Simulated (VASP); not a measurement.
CsSn2:

```
CELL_PARAMETERS angstrom
2.12390 1.22624 6.41473
-2.12390 1.22624 6.41473
0.00000 -2.45247 6.41473
ATOMIC_POSITIONS crystal
Cs 0.00000 0.00000 0.00000
Sn 0.75000 0.75000 0.75000
Sn 0.25000 0.25000 0.25000
```

```yaml
Program: VASP 6.6.1
Task: relaxation of cell and atoms
Functional: PBE
Potentials_or_basis: VASP PAW PBE potentials, release 64 (Cs_sv, Sn_d)
Cutoff: 600 eV
k_mesh: 6 × 6 × 6
Occupations: gaussian, width 0.1 eV
Spin: no spin polarisation
```

At the start: pressure 14.8 GPa; volume 33.41 Å³/atom.

Task: How do energy, volume and symmetry change on relaxing?

Result: Over 25 steps the energy falls by 2032.9 meV/atom and the volume is 45.78 Å³/atom (+37.0 %); space group R-3m (No. 166, to 0.1 Å) before and after.

The path:
```tsv
step	energy change (eV)	largest force (eV/Å)	pressure (GPa)	volume (Å³)
1	0.0000	3.4655	14.84	100.24
2	-2.5937	1.8352	0.08	152.07
3	-2.6734	1.7025	-0.61	161.10
4	-2.7139	1.4756	-1.52	180.21
5	-2.7162	1.5585	-1.23	172.75
6	-3.1294	1.8754	-1.49	166.61
7	-4.4236	1.7675	-1.37	148.23
8	-3.1410	2.7004	9.50	111.57
9	-4.4134	1.6811	-0.54	139.55
10	-4.7308	0.7977	1.52	125.55
11	-5.0389	0.1422	1.75	127.23
12	-5.1558	0.7496	2.14	128.79
13	-5.5508	0.7552	1.16	134.43
14	-5.7547	1.0149	0.13	148.90
15	-5.8312	0.9766	0.15	145.06
16	-5.8332	0.9708	0.16	144.70
17	-5.9215	0.8683	0.03	144.02
18	-6.0768	0.1528	-0.37	141.99
19	-6.0837	0.1078	-0.51	141.38
20	-6.0840	0.0622	-0.49	141.49
21	-6.0968	0.0046	-0.07	138.20
22	-6.0980	0.0325	0.07	137.04
23	-6.0980	0.0433	0.13	136.76
24	-6.0980	0.0394	0.10	136.85
25	-6.0988	0.0235	0.00	137.33
```

Final structure:
```yaml
crystal:
  lattice:
    - [2.36360, 1.36462, 7.09625]
    - [-2.36360, 1.36462, 7.09625]
    - [0.00000, -2.72925, 7.09625]
  atoms:
    - { symbol: Cs, position: [0.00000, 0.00000, 0.00000] }
    - { symbol: Sn, position: [0.80879, 0.80879, 0.80879] }
    - { symbol: Sn, position: [0.19121, 0.19121, 0.19121] }
```

Caveat: the volume moved by over 15 % at a fixed basis, so the end points are rough.
